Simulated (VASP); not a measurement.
**CoSi2: single point with r2SCAN**

CoSi2:

```
Co Si
1.0
     0.00000    2.74759    2.74759
     2.74759    0.00000    2.74759
     2.74759    2.74759    0.00000
Co Si
1 2
Direct
  0.00000 0.00000 0.00000
  0.25000 0.25000 0.25000
  0.75000 0.75000 0.75000
```

- Program: VASP 6.6.1
- Task: single point
- Functional: r2SCAN
- Potentials or basis: VASP PAW PBE potentials, release 64 (Co, Si)
- Cutoff: 520 eV
- k mesh: 9 × 9 × 9
- Occupations: fermi-dirac, width 0.1 eV
- Spin: collinear spin, ferromagnetic start
- Starting moments: [2.5, 0.0, 0.0] μB

| Property | Result |
| --- | --- |
| Pressure | -15.7 GPa |
| Net moment | 0.00 μB per cell |
| Valence electrons inside the program's atomic spheres | Co 8.72; Si 1.55 |

Levels at points of the mesh, in eV from the Fermi level:
Spin up:
| k point | band 7 | band 8 | band 9 | band 10 | band 11 | band 12 |
| --- | --- | --- | --- | --- | --- | --- |
| (0.00, 0.00, 0.00) | 0.45 | 3.31 | 3.31 | 3.31 | 3.55 | 3.55 |
Spin down:
```csv
k point,band 5,band 6,band 7,band 8,band 9,band 10,band 11,band 12,band 13,band 14
"(0.00, 0.00, 0.00)",-1.78,-1.78,0.45,3.31,3.31,3.31,3.55,3.55,3.55,5.82
```

Run time: 3.8 min on 1 thread of Intel Xeon 8259CL, with other jobs on the host, peak memory 0.22 GiB.

Caveat: the cell stands under tension; the moments typed at the start vanished in this run; the PAW data sets were made with another functional, which shifts forces and pressure a little.
